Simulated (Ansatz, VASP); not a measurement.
## ZnCu: VASP beside Ansatz

```
Zn Cu
1.0
     2.94500    0.00000    0.00000
     0.00000    2.94500    0.00000
     0.00000    0.00000    2.88610
Zn Cu
1 1
Direct
  0.50000 0.50000 0.50000
  0.00000 0.00000 0.00000
```

Change from the starting cell: zz strain of -2 %.

Alike in both runs: task single point; functional PBEsol; k mesh 14 × 14 × 14; occupations fermi-dirac, width 0.05 eV; no spin polarisation.

```csv
,VASP,Ansatz
version,VASP 6.6.1,Ansatz 0.2.0
potentials or method,"VASP PAW PBE potentials, release 64 (Zn, Cu), cutoff 520 eV","all-electron LAPW, scalar-relativistic"
```

Ansatz gave:

| Item | Value |
| --- | --- |
| pressure (GPa) | -2.3 |
| traceless stress, the component that is largest in VASP (GPa) | 0.66 |

Q: What did VASP give for the same quantities?

A: Pressure (GPa): -1.7; traceless stress, the component that is largest in VASP (GPa): 0.67.

VASP's potentials were made for PBE, not for PBEsol. Ansatz ran all-electron here, and VASP with PAW potentials.
